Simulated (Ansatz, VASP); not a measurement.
## Ge in VASP and in Ansatz

File INCAR:

```
SYSTEM = Ge
ALGO = Normal ; EDIFF = 1E-6
ENCUT = 520 ; GGA = CA
ISIF = 2 ; ISMEAR = -1
LASPH = .True. ; LCHARG = .False.
LREAL = .False. ; LWAVE = .False.
NBANDS = 36 ; NELM = 100
PREC = Accurate ; SIGMA = 0.05
```

KPOINTS

```
k-points
0
Gamma
  8 8 4
  0 0 0
```

File POSCAR:

```
Ge
1.0
    3.9159795603      0.0000000000      0.0000000000
   -1.9579897802      3.3913377800      0.0000000000
    0.0000000000      0.0000000000      6.4646589660
Ge
4
Direct
    0.3333333333      0.6666666667      0.9370987500
    0.6666666667      0.3333333333      0.4370987500
    0.3333333333      0.6666666667      0.5629012500
    0.6666666667      0.3333333333      0.0629012500
```

The input input.yaml:

```yaml
crystal:
  lattice:
    - [3.9159795603, 0.0, 0.0]
    - [-1.9579897802, 3.39133778, 0.0]
    - [0.0, 0.0, 6.464658966]
  atoms:
    - { symbol: Ge, position: [0.3333333333, 0.6666666667, 0.93709875] }
    - { symbol: Ge, position: [0.6666666667, 0.3333333333, 0.43709875] }
    - { symbol: Ge, position: [0.3333333333, 0.6666666667, 0.56290125] }
    - { symbol: Ge, position: [0.6666666667, 0.3333333333, 0.06290125] }
kpoints:
  mp_grid: { grid: [8, 8, 4] }
scf:
  occupations: { method: fermi_dirac, width: 0.05 }
hamiltonian:
  xc: lda
  pseudopotentials: { kind: all_electron, lapw: { basis_error: 0.002 } }
output:
  forces: true
  stress: true
  eigenvalues: true
```

Change from the starting cell: volume scaled by 0.94.

Alike in both runs: task single point; functional LDA; k mesh 8 × 8 × 4; occupations fermi-dirac, width 0.05 eV; no spin polarisation.

```csv
,VASP,Ansatz
version,VASP 6.6.1,Ansatz 0.2.0
potentials or method,"VASP PAW LDA potentials, release 64 (Ge_d), cutoff 520 eV","all-electron LAPW, scalar-relativistic"
```

VASP gave:

```
gap on the k mesh at the Fermi level (eV)                     : none
pressure (GPa)                                                : 2.7
traceless stress, the component that is largest in VASP (GPa) : -0.22
rms of the force components (eV/Å)                            : 0.010
```

What did Ansatz give for the same quantities?

gap on the k mesh at the Fermi level (eV): none; pressure (GPa): 2.5; traceless stress, the component that is largest in VASP (GPa): -0.23; rms of the force components (eV/Å): 0.009.

LDA's correlation is that of Perdew and Zunger in VASP and of Perdew and Wang (1992) in Ansatz. Atom by atom the forces differ by 0.001 eV/Å (rms over components). A gap of «none» marks a metal or a gap that the smearing closes. Ansatz ran all-electron here, and VASP with PAW potentials.
